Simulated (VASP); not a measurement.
Write the native input for VASP 6.6.1 that does the following.

```
Task                   : single point
Functional             : LDA
Potentials or basis    : VASP PAW LDA potentials, release 64 (Zr_sv, Os)
Cutoff                 : 520 eV
k mesh                 : 6 × 6 × 6
Occupations            : gaussian, width 0.1 eV
Spin                   : no spin polarisation
Dipole correction      : no
Further INCAR settings : ALGO = Normal; EDIFF = 1e-06; NBANDS = 26
```

The structure of ZrOs3 lies in POSCAR:

```
ZrOs3
1.0
    3.9219682459      0.0000000000      0.0000000000
    0.0000000000      3.9219682459      0.0000000000
    0.0000000000      0.0000000000      3.9219682459
Zr Os
1 3
Direct
    0.0000000000      0.0000000000      0.0000000000
    0.5000000000      0.5000000000      0.0000000000
    0.5000000000      0.0000000000      0.5000000000
    0.0000000000      0.5000000000      0.5000000000
```

The input as run:

INCAR

```
PREC = Accurate ; ENCUT = 520
EDIFF = 1E-6 ; ISMEAR = 0
SIGMA = 0.1 ; LREAL = False
LASPH = True ; NELM = 80
ALGO = Normal ; ISIF = 2
LWAVE = False ; LCHARG = True
LELF = True ; LVHAR = True
NBANDS = 26
```

KPOINTS

```
regular mesh
0
Gamma
  6 6 6
```

Potentials or basis: VASP PAW LDA potentials, release 64 (Zr_sv, Os).

Command:

```bash
$ cat potpaw_LDA.64/Zr_sv/POTCAR potpaw_LDA.64/Os/POTCAR > POTCAR
$ mpirun -np 1 vasp_std > vasp.out
```

It gave:

- Pressure: 0.8 GPa
- Band gap on the k mesh: zero (band 18 reaches 12.66 eV, above the bottom of band 19 at 8.54 eV)

Caveat: spin-orbit coupling is left out, which moves the levels of the heavy elements.

Run time: 54 s on 1 thread of AMD EPYC 7571, with other jobs on the host, peak memory 0.13 GiB.
